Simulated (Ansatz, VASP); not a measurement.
# K in VASP and in Ansatz

The input INCAR:

```
SYSTEM = K
PREC     = Accurate       ! precision mode
ENCUT    = 520            ! plane-wave cutoff, eV
EDIFF    = 1E-6           ! SCF threshold, eV
ISMEAR   = -1             ! smearing method
SIGMA    = 0.1            ! smearing width, eV
LREAL    = .False.        ! projectors in reciprocal space
LASPH    = .True.         ! aspherical terms in the spheres
NELM     = 60             ! most SCF steps
ALGO     = Normal         ! electronic algorithm
ISIF     = 2              ! what is computed and relaxed
LWAVE    = .False.        ! write WAVECAR
LCHARG   = .False.        ! write CHGCAR
GGA      = B5             ! functional
ALDAX    = 1.0          
AGGAX    = 1.0          
AGGAC    = 1.0          
ALDAC    = 0.0          
NBANDS   = 16             ! bands
```

Contents of KPOINTS:

```
Automatic mesh
0
Gamma
  9 9 5
  0 0 0
```

The input POSCAR:

```
K
1.0
    4.7597049449      0.0000000000      0.0000000000
   -2.3798524724      4.1220253968      0.0000000000
    0.0000000000      0.0000000000      7.7399802911
K
2
Direct
    0.3333333333      0.6666666667      0.2500000000
    0.6666666667      0.3333333333      0.7500000000
```

Input for Ansatz:

```yaml
crystal:
  lattice:
    - [4.7597049449, 0.0, 0.0]
    - [-2.3798524724, 4.1220253968, 0.0]
    - [0.0, 0.0, 7.7399802911]
  atoms:
    - { symbol: K, position: [0.3333333333, 0.6666666667, 0.25] }
    - { symbol: K, position: [0.6666666667, 0.3333333333, 0.75] }
hamiltonian:
  xc: blyp
  pseudopotentials:
    kind: paw
    azcp:
      K: "pseudopotentials/K.paw.azcp"
basis:
  ecutwfc: 420
  fft_grid_basis: typed
kpoints:
  mp_grid: { grid: [9, 9, 5], shift: [0, 0, 0] }
magnetization:
  spin_polarized: false
scf:
  occupations: { method: fermi_dirac, width: 0.1 }
  lower_state_search: "off"
output:
  stress: true
  write_density: true
  write_potential: true
  elf: true
  volumetric_format: npy
```

Alike in both runs: task single point; functional BLYP; k mesh 9 × 9 × 5; occupations fermi-dirac, width 0.1 eV; no spin polarisation.

|  | VASP | Ansatz |
| --- | --- | --- |
| version | VASP 6.6.1 | Ansatz 0.2.0 |
| potentials or method | VASP PAW PBE potentials, release 64 (K_sv), cutoff 520 eV | plane waves (420 eV) with PAW, scalar-relativistic |
| valence electrons in the cell | 18 | 18 |

|  | VASP | Ansatz | Ansatz less VASP |
| --- | --- | --- | --- |
| pressure (GPa) | 0.0 | 0.0 | +0.01 |

VASP's potentials were made for PBE, not for BLYP. With one functional, cell and mesh, what is left measures potentials, basis and numerics.
